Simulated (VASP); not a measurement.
# Sb (R-3m) in VASP: notebook

The runs below take Sb through single point, with PBE0, r2SCAN50.

Everything below comes from runs of VASP 6.6.1. Logs are shortened: lines on timing, memory, paths and dates and some standing lists are left out, and cuts for length are marked.

## 1. The cell of the first run

It takes space group R-3m (No. 166, trigonal). The conventional cell has a = 4.308 Å, b = 4.308 Å, c = 11.274 Å, α = 90.00°, β = 90.00°, γ = 120.00°. Within 3.8 Å of Sb (site symmetry 3m) lie 6 Sb at 2.91 to 3.35 Å.

## 2. Single point, PBE0

The input, POSCAR:

```
Sb
1.0
    2.1542000000      1.2437279499      3.7580000000
   -2.1542000000      1.2437279499      3.7580000000
    0.0000000000     -2.4874558998      3.7580000000
Sb
2
Direct
    0.7665100000      0.7665100000      0.7665100000
    0.2334900000      0.2334900000      0.2334900000
```

The input, INCAR.step1:

```
  ALGO = Normal
  EDIFF = 1E-5
  ENCUT = 520
  GGA = PE
  ISIF = 2
  ISMEAR = -1
  LASPH = True
  LCHARG = False
  LREAL = False
  LWAVE = True
  NBANDS = 12
  NELM = 80
  PREC = Accurate
  SIGMA = 0.05
```

The input, INCAR.step2:

```
  AEXX = 0.25
  ALGO = Normal
  EDIFF = 1E-7
  ENCUT = 520
  GGA = PE
  ISIF = 2
  ISMEAR = -1
  ISTART = 1
  LASPH = True
  LCHARG = False
  LHFCALC = True
  LREAL = False
  LWAVE = False
  NBANDS = 12
  NELM = 80
  PREC = Accurate
  PRECFOCK = Normal
  SIGMA = 0.05
```

The input, KPOINTS:

```
k-points
0
Gamma
  4 4 4
```

Potentials or basis: VASP PAW PBE potentials, release 64 (Sb).

On the command line:

```sh
$ cat potpaw_PBE.64/Sb/POTCAR > POTCAR
$ cp INCAR.step1 INCAR
$ mpirun -np 1 vasp_std > vasp.out
$ cp INCAR.step2 INCAR
$ mpirun -np 1 vasp_std > vasp.out
```

OUTCAR:

```text
AEXX = 0.25
   EDIFF = 1E-7
   ENCUT = 520
   GGA = PE
   ISIF = 2
   ISMEAR = -1
   ISTART = 1
   LASPH = True
   LHFCALC = True
   LREAL = False
   NELM = 80
   PREC = Accurate
   PRECFOCK = Normal

 ion  position               nearest neighbor table
   1  0.767  0.767  0.767-   2 2.91   2 2.91   2 2.91   2 3.35   2 3.35   2 3.35
   2  0.233  0.233  0.233-   1 2.91   1 2.91   1 2.91   1 3.35   1 3.35   1 3.35

  LATTYP: Found a trigonal (rhomboedric) cell.
 ALAT       =     4.5066618304
 COS(alpha) =     0.5430253624

  Lattice vectors:

 A1 = (   2.1542000000,   1.2437279499,   3.7580000000)
 A2 = (  -2.1542000000,   1.2437279499,   3.7580000000)
 A3 = (   0.0000000000,  -2.4874558998,   3.7580000000)

Analysis of symmetry for initial positions (statically):
=====================================================================
 Subroutine PRICEL returns:
 Original cell was already a primitive cell.

 Routine SETGRP: Setting up the symmetry group for a
 trigonal (rhombohedral) supercell.

 Subroutine GETGRP returns: Found 12 space group operations
 (whereof 12 operations were pure point group operations)
 out of a pool of 12 trial point group operations.

The static configuration has the point symmetry D_3d.

Analysis of symmetry for dynamics (positions and initial velocities):
=====================================================================
 Subroutine PRICEL returns:
 Original cell was already a primitive cell.

 Routine SETGRP: Setting up the symmetry group for a
 trigonal (rhombohedral) supercell.

 Subroutine GETGRP returns: Found 12 space group operations
 (whereof 12 operations were pure point group operations)
 out of a pool of 12 trial point group operations.

The dynamic configuration has the point symmetry D_3d.

 Subroutine INISYM returns: Found 12 space group operations
 (whereof 12 operations are pure point group operations),
 and found     1 'primitive' translations

----------------------------------------------------------------------------------------

                                     Primitive cell

  volume of cell :      60.4115

  direct lattice vectors                    reciprocal lattice vectors
     2.154200000  1.243727950  3.758000000     0.232104726  0.134005726  0.088699663
    -2.154200000  1.243727950  3.758000000    -0.232104726  0.134005726  0.088699663
     0.000000000 -2.487455900  3.758000000     0.000000000 -0.268011452  0.088699663

[... 87 lines left out ...]
   EFERMI_NEDOS =   21; number of points for ismear=-14 and -15
   IALGO  =     38    algorithm
   IMIX   =      1    mixing-type and parameters
     AMIX     =   0.40;   BMIX     =  1.00
     AMIX_MAG =   1.60;   BMIX_MAG =  1.00
  volume/ion in A,a.u.               =      30.21       203.84
  Fermi-wavevector in a.u.,A,eV,Ry     =   0.898880  1.698637 10.993305  0.807985
  Thomas-Fermi vector in A             =   2.021644
   LORBIT       =      0    0 simple, 1 ext, 2 COOP (PROOUT), +10 PAW based schemes
   GGA     = PE    functional components
   LHFCALC =     T    Hartree Fock is set to
   PRECFOCK=normal    Normal, Fast or Accurate (Low or Medium for compatibility)
   ENCUT4O =  -1.0   cutoff for four orbital integrals eV
   NKREDX  =     1    reduce k-point grid by
   NKREDY  =     1    reduce k-point grid by
   NKREDZ  =     1    reduce k-point grid by
   AEXX    =    0.2500 exact exchange contribution
   HFSCREEN=    0.0000 screening length (either q_TF or 0.3 A-1)
   HFSCREENC=   0.0000 screening length for correlation (either q_TF or 0.3 A-1)
   ENCUTFOCK=  -1.0 apply spherical cutoff to Coloumb kernel
   IVDW    =     0    specifies the selected vdW correction
   LEPSILON=     F    determine dielectric tensor
   LRPA    =     F    only Hartree local field effects (RPA)
 non-spin polarized calculation
  energy-cutoff  :      520.00
  volume of cell :       60.41
 maximum number of plane-waves:      1636
 NGX is ok and might be reduce to    36
  NGX = 28; NGY = 28; NGZ = 28

 number of electron      10.0000000 magnetization

 Free energy of the ion-electron system (eV)
  ---------------------------------------------------
  ext. energy  EPLUGINS =         0.00000000
  ---------------------------------------------------
  free energy    TOTEN  =       -11.36614011 eV

  energy without entropy =      -11.36613425  energy(sigma->0) =      -11.36613718

 E-fermi :   6.9483     XC(G=0):  -7.5624

 val. band max:        6.5037573065   @ k =   0.5000   0.5000   0.5000
 cond. band min:       7.4352544360   @ k =   0.5000  -0.0000   0.0000
 fundamental gap:      0.9314971294
 Fermi energy:         6.9483093203

 k-point     1 :       0.0000    0.0000    0.0000
  band No.  band energies     occupation
      1      -7.4618      2.00000
      2       1.5812      2.00000
      3       4.3233      2.00000
      4       4.6303      2.00000
      5       4.6303      2.00000
      6       9.9195      0.00000
      7      10.6587      0.00000
      8      10.6587      0.00000
      9      13.0649      0.00000
     10      13.0649      0.00000
     11      13.2563      0.00000
     12      14.6798      0.00000
[... 166 lines left out ...]
 k-point    13 :       0.5000    0.5000    0.5000
  band No.  band energies     occupation
      1      -5.7473      2.00000
      2      -3.3306      2.00000
      3       5.1769      2.00000
      4       5.1769      2.00000
      5       6.5038      1.99972
      6       7.7162      0.00000
      7       7.7162      0.00000
      8       8.6833      0.00000
      9      15.1870      0.00000
     10      16.8263      0.00000
     11      16.8263      0.00000
     12      17.3871      0.00000

------------------------ aborting loop because EDIFF is reached ----------------------------------------

  FORCE on cell =-STRESS in cart. coord.  units (eV):
  Direction    XX          YY          ZZ          XY          YZ          ZX
  --------------------------------------------------------------------------------------
  -------------------------------------------------------------------------------------
  Total       -0.0746643     -0.0746643     -0.2722831      0.0000000     -0.0000000      0.0000000
  in kB       -1.9801785     -1.9801785     -7.2212410      0.0000000     -0.0000000      0.0000000
  external PRESSURE =      -3.7271994 kB  Pullay stress =       0.0000000 kB

 VOLUME and BASIS-vectors are now :
 -----------------------------------------------------------------------------
  energy-cutoff  :      520.00
  volume of cell :       60.41
      direct lattice vectors                 reciprocal lattice vectors
     2.154200000  1.243727950  3.758000000     0.232104726  0.134005726  0.088699663
    -2.154200000  1.243727950  3.758000000    -0.232104726  0.134005726  0.088699663
     0.000000000 -2.487455900  3.758000000     0.000000000 -0.268011452  0.088699663

 POSITION                                       TOTAL-FORCE (eV/Angst)
 -----------------------------------------------------------------------------------
      0.00000      0.00000      8.64163         0.000000     -0.000000      0.456556
      0.00000      0.00000      2.63237         0.000000      0.000000     -0.456556
 -----------------------------------------------------------------------------------
    total drift:                                0.000000      0.000000     -0.000000

  FREE ENERGIE OF THE ION-ELECTRON SYSTEM (eV)
  ---------------------------------------------------
  free  energy   TOTEN  =       -11.3661401118 eV

  energy  without entropy=      -11.3661342473  energy(sigma->0) =      -11.36613718
```

It took 7.5 min on 1 thread of Intel Xeon 6975P-C (Granite Rapids), shared host; peak memory 0.2 GiB.

Results:

```yaml
Free_energy: -11.3661 eV
Pressure: -0.4 GPa
Largest_force: 0.457 eV/Å
Band_gap_on_the_k_mesh: 0.93 eV (least direct gap 1.05 eV)
```

Forces in eV/Å, atoms in the order of the input:
```
Sb   0.000  0.000  0.457
Sb   0.000  0.000 -0.457
```

Caveat: the k points lie up to 0.44 Å⁻¹ apart; the PAW data sets were made with another functional, which shifts forces and pressure a little; spin-orbit coupling is left out, which moves the levels of the heavy elements.

## 3. Single point, r2SCAN50

POSCAR is that of step 2.

The input, INCAR.step1:

```
ALGO = Normal ; EDIFF = 1E-5
ENCUT = 520 ; GGA = PE
ISIF = 2 ; ISMEAR = -1
LASPH = T ; LCHARG = F
LREAL = F ; LWAVE = T
NBANDS = 12 ; NELM = 60
PREC = Accurate ; SIGMA = 0.05
```

The input, INCAR.step2:

```
AEXX = 0.5 ; ALGO = Normal
EDIFF = 1E-7 ; ENCUT = 520
ISIF = 2 ; ISMEAR = -1
ISTART = 1 ; LASPH = T
LCHARG = F ; LHFCALC = T
LMIXTAU = T ; LREAL = F
LWAVE = F ; METAGGA = R2SCAN
NBANDS = 12 ; NELM = 60
PREC = Accurate ; PRECFOCK = Normal
SIGMA = 0.05
```

KPOINTS is that of step 2.

Potentials or basis: VASP PAW PBE potentials, release 64 (Sb).

On the command line:

```sh
$ cat potpaw_PBE.64/Sb/POTCAR > POTCAR
$ cp INCAR.step1 INCAR
$ mpirun -np 1 vasp_std > vasp.out
$ cp INCAR.step2 INCAR
$ mpirun -np 1 vasp_std > vasp.out
```

OUTCAR:

```text
AEXX = 0.5
   EDIFF = 1E-7
   ENCUT = 520
   ISIF = 2
   ISMEAR = -1
   ISTART = 1
   LASPH = T
   LHFCALC = T
   LREAL = F
   METAGGA = R2SCAN
   NELM = 60
   PREC = Accurate
   PRECFOCK = Normal

 ion  position               nearest neighbor table
   1  0.767  0.767  0.767-   2 2.91   2 2.91   2 2.91   2 3.35   2 3.35   2 3.35
   2  0.233  0.233  0.233-   1 2.91   1 2.91   1 2.91   1 3.35   1 3.35   1 3.35

  LATTYP: Found a trigonal (rhomboedric) cell.
 ALAT       =     4.5066618304
 COS(alpha) =     0.5430253624

  Lattice vectors:

 A1 = (   2.1542000000,   1.2437279499,   3.7580000000)
 A2 = (  -2.1542000000,   1.2437279499,   3.7580000000)
 A3 = (   0.0000000000,  -2.4874558998,   3.7580000000)

Analysis of symmetry for initial positions (statically):
=====================================================================
 Subroutine PRICEL returns:
 Original cell was already a primitive cell.

 Routine SETGRP: Setting up the symmetry group for a
 trigonal (rhombohedral) supercell.

 Subroutine GETGRP returns: Found 12 space group operations
 (whereof 12 operations were pure point group operations)
[... 171 lines left out ...]
      3       3.1142      2.00000
      4       3.4684      2.00000
      5       3.4684      2.00000
      6      10.3191      0.00000
      7      11.1645      0.00000
      8      11.1645      0.00000
      9      13.8908      0.00000
     10      13.8908      0.00000
     11      14.1304      0.00000
     12      15.7054      0.00000
[... 166 lines left out ...]
 k-point    13 :       0.5000    0.5000    0.5000
  band No.  band energies     occupation
      1      -7.7842      2.00000
      2      -5.1625      2.00000
      3       4.1138      2.00000
      4       4.1138      2.00000
      5       6.1783      2.00000
      6       7.8373      0.00000
      7       7.8373      0.00000
      8       8.8272      0.00000
      9      16.2168      0.00000
     10      17.8159      0.00000
     11      17.8159      0.00000
     12      18.6075      0.00000

------------------------ aborting loop because EDIFF is reached ----------------------------------------

  FORCE on cell =-STRESS in cart. coord.  units (eV):
  Direction    XX          YY          ZZ          XY          YZ          ZX
  --------------------------------------------------------------------------------------
  -------------------------------------------------------------------------------------
  Total       -1.9859085     -1.9859085     -1.6523177      0.0000000      0.0000000      0.0000000
  in kB      -52.6684298    -52.6684298    -43.8212423      0.0000000      0.0000000      0.0000000
  external PRESSURE =     -49.7193673 kB  Pullay stress =       0.0000000 kB

 VOLUME and BASIS-vectors are now :
 -----------------------------------------------------------------------------
  energy-cutoff  :      520.00
  volume of cell :       60.41
      direct lattice vectors                 reciprocal lattice vectors
     2.154200000  1.243727950  3.758000000     0.232104726  0.134005726  0.088699663
    -2.154200000  1.243727950  3.758000000    -0.232104726  0.134005726  0.088699663
     0.000000000 -2.487455900  3.758000000     0.000000000 -0.268011452  0.088699663

 POSITION                                       TOTAL-FORCE (eV/Angst)
 -----------------------------------------------------------------------------------
      0.00000      0.00000      8.64163         0.000000      0.000000      1.202602
      0.00000      0.00000      2.63237         0.000000     -0.000000     -1.202602
 -----------------------------------------------------------------------------------
    total drift:                                0.000000      0.000000      0.000000

  FREE ENERGIE OF THE ION-ELECTRON SYSTEM (eV)
  ---------------------------------------------------
  free  energy   TOTEN  =       -37.5939419625 eV

  energy  without entropy=      -37.5939419521  energy(sigma->0) =      -37.59394196
```

OSZICAR.step1:

```text
N       E                     dE             d eps       ncg     rms          rms(c)
DAV:   1     0.303206456372E+02    0.30321E+02   -0.33942E+03   312   0.641E+02
DAV:   2    -0.671261188864E+01   -0.37033E+02   -0.36205E+02   436   0.105E+02
DAV:   3    -0.828861723082E+01   -0.15760E+01   -0.15628E+01   360   0.236E+01
DAV:   4    -0.830261733535E+01   -0.14000E-01   -0.13999E-01   372   0.269E+00
DAV:   5    -0.830279968016E+01   -0.18234E-03   -0.18234E-03   388   0.329E-01    0.301E+00
DAV:   6    -0.830106449622E+01    0.17352E-02   -0.25520E-03   360   0.332E-01    0.181E+00
DAV:   7    -0.830021954780E+01    0.84495E-03   -0.65415E-03   388   0.517E-01    0.740E-02
DAV:   8    -0.830035266186E+01   -0.13311E-03   -0.42680E-04   344   0.126E-01    0.133E-02
DAV:   9    -0.830036426599E+01   -0.11604E-04   -0.21483E-05   404   0.305E-02    0.819E-03
DAV:  10    -0.830036583632E+01   -0.15703E-05   -0.73245E-06   260   0.144E-02
   1 F= -.83003658E+01 E0= -.82975737E+01  d E =-.558429E-02
```

It took 8.7 min on 1 thread of Intel Xeon 6975P-C (Granite Rapids), shared host; peak memory 0.21 GiB.

What came out:

* Free energy: -37.5939 eV
* Pressure: -5.0 GPa
* Largest force: 1.203 eV/Å
* Band gap on the k mesh: 1.61 eV (least direct gap 1.66 eV)

Forces in eV/Å, atoms in the order of the input:
```
Sb   0.000  0.000  1.203
Sb   0.000  0.000 -1.203
```

Caveat: the k points lie up to 0.44 Å⁻¹ apart; the PAW data sets were made with another functional, which shifts forces and pressure a little; spin-orbit coupling is left out, which moves the levels of the heavy elements.
